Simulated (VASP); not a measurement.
Wanted: the native input for a VASP 6.6.1 run.

| Property | Result |
| --- | --- |
| Task | single point |
| Functional | PBE |
| Potentials or basis | VASP PAW PBE potentials, release 64 (Ti_sv, Te) |
| Cutoff | 520 eV |
| k mesh | 3 × 3 × 4 |
| Occupations | gaussian, width 0.1 eV |
| Spin | no spin polarisation |
| Dipole correction | no |
| Further INCAR settings | ALGO = Normal; EDIFF = 1e-07; NBANDS = 33 |

The structure of TiTe2 lies in POSCAR:

```
TiTe2
1.0
    5.2801690737      0.0000000000      0.0000000000
   -2.6400845369      4.5727605541      0.0000000000
    0.0000000000      0.0000000000      5.9440687702
Ti Te
2 4
Direct
    0.3333333333      0.6666666667      0.2500000000
    0.6666666667      0.3333333333      0.7500000000
    0.0000000000      0.0000000000      0.0000000000
    0.0000000000      0.0000000000      0.5000000000
    0.3333333333      0.6666666667      0.7500000000
    0.6666666667      0.3333333333      0.2500000000
```

The cell was generated, and may not be a known phase.

The input as run:

INCAR

```
SYSTEM = TiTe2
PREC = Accurate ; ENCUT = 520
EDIFF = 1E-7 ; ISMEAR = 0
SIGMA = 0.1 ; LREAL = .False.
LASPH = .True. ; NELM = 80
ALGO = Normal ; ISIF = 2
LWAVE = .False. ; LCHARG = .True.
GGA = PE ; LELF = .True.
LVHAR = .True. ; NBANDS = 33
```

KPOINTS

```
regular mesh
0
Gamma
  3 3 4
  0 0 0
```

Potentials or basis: VASP PAW PBE potentials, release 64 (Ti_sv, Te).

Launch:

```bash
$ cat potpaw_PBE.64/Ti_sv/POTCAR potpaw_PBE.64/Te/POTCAR > POTCAR
$ mpirun -np 1 vasp_std > vasp.out
```

Results of the run:

```json
{
  "Pressure": "0.1 GPa",
  "Band gap on the k mesh": "zero (bands 24 and 25 overlap by 0.91 eV)"
}
```

Caveat: the k points lie up to 0.46 Å⁻¹ apart, too coarse for converged energies and pressures of a metal; spin-orbit coupling is left out, which moves the levels of the heavy elements.

Run time: 2.5 min on 1 thread of Intel Xeon 8259CL (shared host), peak memory 0.27 GiB.
